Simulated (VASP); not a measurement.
P:

```xyz
2
Lattice="2.7819 0.0000 0.0000 -1.3909 2.4092 0.0000 0.0000 0.0000 4.5428" Properties=species:S:1:pos:R:3 pbc="T T T"
P     0.0000    1.6061    1.1357
P     1.3909    0.8031    3.4071
```

| Item | Value |
| --- | --- |
| Program | VASP 6.6.1 |
| Task | relaxation of cell and atoms |
| Functional | BLYP |
| Potentials or basis | VASP PAW PBE potentials, release 64 (P) |
| Cutoff | 600 eV |
| k mesh | 13 × 13 × 7 |
| Occupations | fermi-dirac, width 0.1 eV |
| Spin | no spin polarisation |

At the start: pressure 7.4 GPa; volume 15.22 Å³/atom.

Problem. Where does the relaxation end?

Solution. Over 18 steps the energy falls by 528.0 meV/atom and the volume is 17.18 Å³/atom (+12.8 %); space group P6_3/mmc (No. 194, to 0.05 Å).

Step by step:
| step | energy change (eV) | largest force (eV/Å) | pressure (GPa) | volume (Å³) |
| --- | --- | --- | --- | --- |
| 1 | 0.0000 | 0.0000 | 7.35 | 30.45 |
| 2 | -0.0653 | 0.0000 | -0.55 | 33.63 |
| 3 | -0.0655 | 0.0000 | -0.20 | 33.45 |
| 4 | -0.0703 | 0.0000 | -0.19 | 33.44 |
| 5 | -0.0900 | 0.0000 | -0.13 | 33.39 |
| 6 | -0.1442 | 0.0000 | 0.49 | 33.19 |
| 7 | -0.5397 | 0.0000 | 2.19 | 32.38 |
| 8 | -0.3995 | 0.0000 | 20.29 | 28.93 |
| 9 | -0.9495 | 0.0000 | 6.86 | 31.09 |
| 10 | -0.8803 | 0.0000 | 11.80 | 30.14 |
| 11 | -0.9650 | 0.0000 | 8.52 | 30.71 |
| 12 | -0.9587 | 0.0000 | 9.08 | 30.60 |
| 13 | -0.9905 | 0.0000 | 7.20 | 31.22 |
| 14 | -1.0460 | 0.0000 | 2.31 | 33.14 |
| 15 | -1.0530 | 0.0000 | 0.25 | 34.10 |
| 16 | -1.0531 | 0.0000 | 0.11 | 34.18 |
| 17 | -1.0547 | 0.0000 | 0.08 | 34.23 |
| 18 | -1.0560 | 0.0000 | 0.02 | 34.36 |

Final structure:
```
CELL_PARAMETERS angstrom
3.45056 0.00000 0.00000
-1.72528 2.98827 0.00000
0.00000 0.00000 3.33193
ATOMIC_POSITIONS crystal
P 0.33333 0.66667 0.25000
P 0.66667 0.33333 0.75000
```

Caveat: the PAW data sets were made with another functional, which shifts forces and pressure a little.
